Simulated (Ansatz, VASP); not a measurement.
## Two plane-wave programs on K2IF

```xyz
4
Lattice="2.2199 1.2816 7.3061 -2.2199 1.2816 7.3061 0.0000 -2.5633 7.3061" Properties=species:S:1:pos:R:3 pbc="T T T"
F     2.2199    1.2816    7.3061
I     0.0000    0.0000   10.9592
K     0.0000    0.0000    5.9613
K     0.0000    0.0000   15.9570
```

Change from the starting cell: biaxial_xy strain +2.4%.

Alike in both runs: task single point; functional r2SCAN; k mesh 8 × 8 × 8; no spin polarisation.

```csv
,VASP,Ansatz
version,VASP 6.6.1,Ansatz 0.2.0
potentials or method,"VASP PAW PBE potentials, release 64 (F, I, K_sv)","plane waves, PAW"
plane-wave cutoff (eV),520,500
occupations,"gaussian, width 0.01 eV",fixed
valence electrons in the cell,32,42
```

|  | VASP | Ansatz | Ansatz less VASP |
| --- | --- | --- | --- |
| gap on the k mesh at the Fermi level (eV) | 3.71 | 3.71 | +0.001 |
| pressure (GPa) | -0.8 | -0.8 | +0.03 |
| traceless stress, the component that is largest in VASP (GPa) | 0.24 | 0.24 | 0.000 |

VASP's potentials were made for PBE, not for r2SCAN. VASP's potentials hold 32 valence electrons a cell and Ansatz's 42, so a difference there can come from the potentials and not from the codes.

Spin-orbit coupling is off throughout.
